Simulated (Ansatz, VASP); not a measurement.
# Two plane-wave programs on CdS

```
Cd S
1.0
     4.22707    0.00000    0.00000
    -2.11354    3.66075    0.00000
     0.00000    0.00000    6.66951
Cd S
2 2
Direct
  0.33333 0.66667 0.99559
  0.66667 0.33333 0.49559
  0.33333 0.66667 0.37941
  0.66667 0.33333 0.87941
```

Change from the starting cell: epitaxial_xy strain +1.5%.

Alike in both runs: task single point; functional r2SCAN; k mesh 12 × 12 × 4; no spin polarisation.

|  | VASP | Ansatz |
| --- | --- | --- |
| version | VASP 6.6.1 | Ansatz 0.2.0 |
| potentials or method | VASP PAW PBE potentials, release 64 (Cd, S) | plane waves, PAW |
| plane-wave cutoff (eV) | 520 | 500 |
| occupations | gaussian, width 0.01 eV | fixed |
| valence electrons in the cell | 36 | 52 |

|  | VASP | Ansatz | Ansatz less VASP |
| --- | --- | --- | --- |
| gap on the k mesh at the Fermi level (eV) | 1.58 | 1.59 | +0.008 |
| pressure (GPa) | -0.7 | -0.9 | -0.29 |
| traceless stress, the component that is largest in VASP (GPa) | 0.92 | 0.91 | -0.016 |

VASP's potentials were made for PBE, not for r2SCAN. VASP's potentials hold 36 valence electrons a cell and Ansatz's 52, so a difference there can come from the potentials and not from the codes.
